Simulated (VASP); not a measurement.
CaB2: single point with PBE

Crystal: CaB2.

```xyz
3
Lattice="3.2264 0.0000 0.0000 -1.6132 2.7942 0.0000 0.0000 0.0000 4.0674" Properties=species:S:1:pos:R:3 pbc="T T T"
Ca    0.0000    0.0000    0.0000
B     0.0000    1.8628    2.0337
B     1.6132    0.9314    2.0337
```

```
Program             : VASP 6.6.1
Task                : single point
Functional          : PBE
Potentials or basis : VASP PAW PBE potentials, release 64 (Ca_sv, B)
Cutoff              : 500 eV
k mesh              : 3 × 3 × 1
Occupations         : gaussian, width 0.1 eV
Spin                : collinear spin, zero start
Starting moments    : [0.0, 0.0, 0.0] μB
```

```yaml
Pressure: -4.9 GPa
Band_gap_on_the_k_mesh: zero (filled and empty bands overlap)
Net_moment: 0.00 μB per cell
Valence_electrons_inside_the_program's_atomic_spheres: Ca 8.33; B 1.80
```

Stress tensor (GPa, compression positive):
```
-16.03   0.00   0.00
  0.00 -16.03   0.00
  0.00   0.00  17.49
```

Levels at points of the mesh, in eV from the Fermi level:
Spin up:
```tsv
k point	band 6	band 7	band 8	band 9	band 10	band 11
(0.00, 0.00, 0.00)	-1.97	0.19	0.19	0.36	5.09	5.09
```
Spin down:
```
           k point  band 6  band 7  band 8  band 9  band 10  band 11
(0.00, 0.00, 0.00)   -1.97    0.19    0.19    0.36     5.09     5.09
```

It took 6.6 s on 1 thread of Intel(R) Xeon(R) Platinum 8488C (Sapphire Rapids) (shared host), peak memory 0.15 GiB.

Caveat: the k points lie up to 1.54 Å⁻¹ apart.
